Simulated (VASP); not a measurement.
Ba, 2 atoms in the cell. It takes space group P6/mmm (No. 191, hexagonal). The conventional cell has a = 6.902 Å, b = 6.902 Å, c = 3.857 Å, α = 90.00°, β = 90.00°, γ = 120.00°. Within 5.1 Å of Ba (site symmetry -6m2) lie 5 Ba at 3.86 to 3.98 Å. 

- Program: VASP 6.6.1
- Task: single point
- Functional: PBEsol
- Potentials or basis: VASP PAW PBE potentials, release 64 (Ba_sv)
- Cutoff: 500 eV
- k mesh: 5 × 5 × 7
- Occupations: methfessel-paxton, width 0.3 eV
- Spin: no spin polarisation
- Dipole correction: no
- Further INCAR settings: ALGO = Normal; EDIFF = 1e-06; NBANDS = 17

Potentials or basis: VASP PAW PBE potentials, release 64 (Ba_sv).

Command:

```console
$ cat potpaw_PBE.64/Ba_sv/POTCAR > POTCAR
$ mpirun -np 1 vasp_std > vasp.out
```

Hardware: 1 thread of Intel Xeon 8259CL (shared host).

Task: How long does it take, and how much memory?

Result: Wall time 79 s on 1 thread of Intel Xeon 8259CL, on a shared host, peak memory 0.25 GiB. Counts: scf iterations 11, k points 20.
